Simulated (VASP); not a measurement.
A run of VASP 6.6.1 is set up as follows.

Contents of INCAR:

```
PREC     = Accurate       # precision mode
ENCUT    = 600            # plane-wave cutoff, eV
EDIFF    = 1E-6           # SCF threshold, eV
ISMEAR   = -1             # smearing method
SIGMA    = 0.1            # smearing width, eV
LREAL    = F              # projectors in reciprocal space
LASPH    = T              # aspherical terms in the spheres
NELM     = 100            # most SCF steps
ALGO     = Normal         # electronic algorithm
ISIF     = 3              # what is computed and relaxed
LWAVE    = F              # write WAVECAR
LCHARG   = F              # write CHGCAR
GGA      = PE             # functional
IBRION   = 2              # ionic algorithm
NSW      = 60             # ionic steps
EDIFFG   = -0.005         # ionic threshold
PSTRESS  = 1300.0
```

KPOINTS

```
Automatic mesh
0
Gamma
  20 20 20
```

POSCAR

```
Ti
1.0
   -1.3728723400      1.3728723400      1.3728723400
    1.3728723400     -1.3728723400      1.3728723400
    1.3728723400      1.3728723400     -1.3728723400
Ti
1
Direct
    0.0000000000      0.0000000000      0.0000000000
```

Potentials or basis: VASP PAW PBE potentials, release 64 (Ti_sv).

Launch:

```bash
$ cat potpaw_PBE.64/Ti_sv/POTCAR > POTCAR
$ mpirun -np 1 vasp_std > vasp.out
```

What does it give for the band gap on the k mesh?

Zero (bands 6 and 7 overlap by 2.34 eV).

Predict the space group after relaxing (to 0.1 Å).

Im-3m (No. 229).

What does it give for the relaxed cell?

a = 2.351 Å, b = 2.351 Å, c = 2.351 Å, α = 109.47°, β = 109.47°, γ = 109.47°.

Final structure:
```xyz
1
Lattice="-1.3575 1.3575 1.3575 1.3575 -1.3575 1.3575 1.3575 1.3575 -1.3575" Properties=species:S:1:pos:R:3 pbc="T T T"
Ti    0.0000    0.0000    0.0000
```

Caveat: the cell is relaxed towards a set pressure, so the run minimises the enthalpy, not the energy.
